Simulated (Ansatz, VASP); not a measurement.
# MoS2 in VASP and in Ansatz

```xyz
6
Lattice="-2.3887 2.3887 4.5977 2.3887 -2.3887 4.5977 2.3887 2.3887 -4.5977" Properties=species:S:1:pos:R:3 pbc="T T T"
Mo    0.0000    0.0000    4.5977
Mo    2.3887    0.0000    2.2988
S     0.0000    0.0000    2.1460
S     0.0000    2.3887    4.4448
S     0.0000    2.3887    0.1529
S     0.0000    0.0000    7.0494
```

Alike in both runs: functional PBE; k mesh 12 × 12 × 12; occupations gaussian, width 0.1 eV; no spin polarisation.

Ansatz relaxed the structure, and its values are those at the end. VASP's run is a single point on that final structure, the one shown.

|  | VASP | Ansatz |
| --- | --- | --- |
| version | VASP 6.6.1 | Ansatz 0.2.0 |
| potentials or method | VASP PAW PBE potentials, release 64 (Mo_sv, S), cutoff 520 eV | scalar-relativistic, plane waves, PAW |
| valence electrons in the cell | 52 | 52 |

```csv
,VASP,Ansatz,Ansatz less VASP
gap on the k mesh at the Fermi level (eV),none,none,-
pressure (GPa),0.0,0.0,+0.03
```

A gap of «none» marks a metal or a gap that the smearing closes. The functional is the same, so the differences come from potentials, cutoffs and numerics.
